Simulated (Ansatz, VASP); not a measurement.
One calculation of P, two programs

The input INCAR:

```
SYSTEM = P
  PREC = Accurate
  ENCUT = 520
  EDIFF = 1E-6
  ISMEAR = 1
  SIGMA = 0.5
  LREAL = .False.
  LASPH = .True.
  NELM = 60
  ALGO = Normal
  ISIF = 2
  LWAVE = .False.
  LCHARG = .False.
  GGA = PE
  NBANDS = 12
```

File KPOINTS:

```
regular mesh
0
Gamma
  18 18 10
  0 0 0
```

File POSCAR:

```
P
1.0
    2.4246941115      0.0000000000      0.0000000000
    0.0000000000      2.4385351442      0.0000000000
   -0.0203144631      0.0000000000      4.8524328982
P
2
Direct
    0.9999999700      0.0000000000      0.2505746400
    0.0000000300      0.0000000000      0.7494253600
```

Input for Ansatz:

```yaml
crystal:
  lattice:
    - [2.4246941115, 0.0, 0.0]
    - [0.0, 2.4385351442, 0.0]
    - [-0.0203144631, 0.0, 4.8524328982]
  atoms:
    - { symbol: P, position: [0.99999997, 0.0, 0.25057464] }
    - { symbol: P, position: [3.0e-08, 0.0, 0.74942536] }
basis:
  ecutwfc: 420
kpoints:
  mp_grid: { grid: [18, 18, 10] }
hamiltonian:
  xc: pbe
scf:
  occupations: { method: cold, width: 0.5 }
output:
  forces: true
  stress: true
  eigenvalues: true
```

Alike in both runs: task single point; functional PBE; k mesh 18 × 18 × 10; no spin polarisation.

|  | VASP | Ansatz |
| --- | --- | --- |
| version | VASP 6.6.1 | Ansatz 0.2.0 |
| potentials or method | VASP PAW PBE potentials, release 64 (P), cutoff 520 eV | scalar-relativistic, plane waves, PAW |
| occupations | methfessel-paxton of order 1, width 0.5 eV | cold, width 0.5 eV |
| valence electrons in the cell | 10 | 10 |

Ansatz gave:

```
gap on the k mesh at the Fermi level (eV)                     : none
pressure (GPa)                                                : 2.5
traceless stress, the component that is largest in VASP (GPa) : -0.76
rms of the force components (eV/Å)                            : 0.005
```

Question: Which values does VASP return?

Answer: gap on the k mesh at the Fermi level (eV): none; pressure (GPa): 2.2; traceless stress, the component that is largest in VASP (GPa): -1.45; rms of the force components (eV/Å): 0.004.

Atom by atom the forces differ by 0.001 eV/Å (rms over components). A gap of «none» marks a metal or a gap that the smearing closes.
